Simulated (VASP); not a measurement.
Set up this calculation in VASP 6.6.1, as the native input.

```yaml
Task: density of states
Functional: PBEsol
Potentials_or_basis: VASP PAW PBE potentials, release 64 (Te, Cd)
Cutoff: 400 eV
k_mesh: 7 × 7 × 7
Occupations: methfessel-paxton, width 0.1948 eV
Spin: no spin polarisation
Dipole_correction: no
k_mesh_for_the_DOS: 11 × 11 × 11
Occupations_for_the_DOS: tetrahedron
Further_INCAR_settings: ALGO = Normal; EDIFF = 1e-06
```

The system is CdTe.

```xyz
2
Lattice="0.0000 3.1513 3.1513 3.1513 0.0000 3.1513 3.1513 3.1513 0.0000" Properties=species:S:1:pos:R:3 pbc="T T T"
Te    3.1513    3.1513    3.1513
Cd    0.0000    0.0000    0.0000
```

These files were run (other wordings do the same):

POSCAR

```
CdTe
1.0
    0.0000000000      3.1513270000      3.1513270000
    3.1513270000      0.0000000000      3.1513270000
    3.1513270000      3.1513270000      0.0000000000
Te Cd
1 1
Direct
    0.5000000000      0.5000000000      0.5000000000
    0.0000000000      0.0000000000      0.0000000000
```

INCAR.step1

```
PREC = Accurate ; ENCUT = 400
EDIFF = 1E-6 ; ISMEAR = 1
SIGMA = 0.1948 ; LREAL = False
LASPH = True ; NELM = 120
ALGO = Normal ; ISIF = 2
LWAVE = False ; LCHARG = True
GGA = PS ; NBANDS = 16
GGA_COMPAT = False ; NEDOS = 2001
LORBIT = 11
```

KPOINTS.step1

```
Automatic mesh
0
Gamma
  7 7 7
```

INCAR.step2

```
PREC = Accurate ; ENCUT = 400
EDIFF = 1E-6 ; ISMEAR = -5
SIGMA = 0.1948 ; LREAL = False
LASPH = True ; NELM = 120
ALGO = Normal ; ISIF = 2
LWAVE = False ; LCHARG = False
GGA = PS ; LORBIT = 11
NEDOS = 1001 ; ICHARG = 11
GGA_COMPAT = False
```

KPOINTS.step2

```
Automatic mesh
0
Gamma
  11 11 11
```

Potentials or basis: VASP PAW PBE potentials, release 64 (Te, Cd).

Run with:

```console
$ cat potpaw_PBE.64/Te/POTCAR potpaw_PBE.64/Cd/POTCAR > POTCAR
$ cp INCAR.step1 INCAR
$ cp KPOINTS.step1 KPOINTS
$ mpirun -np 1 vasp_std > vasp.out
$ cp INCAR.step2 INCAR
$ cp KPOINTS.step2 KPOINTS
$ mpirun -np 1 vasp_std > vasp.out
```

It gave:

```json
{
 "Valence electrons inside the program's atomic spheres": "Te 3.34; Cd 10.17"
}
```

Caveat: spin-orbit coupling is left out, which moves the levels of the heavy elements.

It took 65 s on 1 thread of Intel Xeon 8259CL (shared host), peak memory 0.18 GiB.
